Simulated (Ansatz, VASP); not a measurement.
One calculation of MgSi2N, two programs

The input INCAR:

```
SYSTEM = MgSi2N
PREC     = Accurate       ! precision mode
ENCUT    = 600            ! plane-wave cutoff, eV
EDIFF    = 1E-6           ! SCF threshold, eV
ISMEAR   = 0              ! smearing method
SIGMA    = 0.1            ! smearing width, eV
LREAL    = .FALSE.        ! projectors in reciprocal space
LASPH    = .TRUE.         ! aspherical terms in the spheres
NELM     = 150            ! most SCF steps
ALGO     = Normal         ! electronic algorithm
ISIF     = 3              ! what is computed and relaxed
LWAVE    = .FALSE.        ! write WAVECAR
LCHARG   = .FALSE.        ! write CHGCAR
ISPIN    = 2              ! spin polarisation
MAGMOM   = 0 0 0 1        ! initial moments
LORBIT   = 11             ! projections on sites
GGA      = PE             ! functional
IBRION   = 2              ! ionic algorithm
NSW      = 90             ! ionic steps
EDIFFG   = -0.04          ! ionic threshold
```

The input KPOINTS:

```
regular mesh
0
G
  6 6 4
  0 0 0
```

Contents of POSCAR:

```
MgSi2N
1.0
    3.7051413800      0.0000000000      0.0000000000
   -1.8525706900      3.2087465600      0.0000000000
    0.0000000000      0.0000000000      5.1379431000
Mg Si N
1 2 1
Direct
    0.0000000000      0.0000000000      0.0000000000
    0.3333333300      0.6666666700      0.0000000000
    0.6666666700      0.3333333300      0.0000000000
    0.0000000000      0.0000000000      0.5000000000
```

Input for Ansatz:

```yaml
crystal:
  lattice:
    - [3.70514138, 0.0, 0.0]
    - [-1.85257069, 3.20874656, 0.0]
    - [0.0, 0.0, 5.1379431]
  atoms:
    - { symbol: Mg, position: [0.0, 0.0, 0.0] }
    - { symbol: Si, position: [0.33333333, 0.66666667, 0.0] }
    - { symbol: Si, position: [0.66666667, 0.33333333, 0.0] }
    - { symbol: "N", position: [0.0, 0.0, 0.5], spin: 1.0 }
basis:
  ecutwfc: 420
kpoints:
  mp_grid: { grid: [6, 6, 4] }
hamiltonian:
  xc: pbe
scf:
  occupations: { method: gaussian, width: 0.1 }
  lower_state_search: "off"
output:
  forces: true
  stress: true
  eigenvalues: true
  populations: true
magnetization:
  spin_polarized: true
relax:
  adjacent_minimum: "off"
  f_tol: 0.04
  max_steps: 70
  cell: { stress_tol: 0.4 }
```

Alike in both runs: task relaxation of cell and atoms; functional PBE; k mesh 6 × 6 × 4; occupations gaussian, width 0.1 eV; collinear spin.

|  | VASP | Ansatz |
| --- | --- | --- |
| version | VASP 6.6.1 | Ansatz 0.2.0 |
| potentials or method | VASP PAW PBE potentials, release 64 (Mg, Si, N), cutoff 600 eV | scalar-relativistic, plane waves, PAW |
| valence electrons in the cell | 15 | 23 |

```csv
,VASP,Ansatz,Ansatz less VASP
"gap on the k mesh at the Fermi level, each at its own relaxed structure (eV)",none,none,-
net moment per atom (μB),0.00,0.00,0.000
relaxed volume (Å³/atom),18.02,18.20,+0.174
relaxed length of the cell vector where the two differ most in proportion (Å),4.658,4.680,+0.0225
```

A gap of «none» marks a metal or a gap that the smearing closes. VASP's potentials hold 15 valence electrons a cell and Ansatz's 23, so a difference there can come from the potentials and not from the codes. Ansatz's warnings: seeded moment not kept.

Noted on VASP's run: the volume moved by over 15 % at a fixed basis, so the end points are rough.
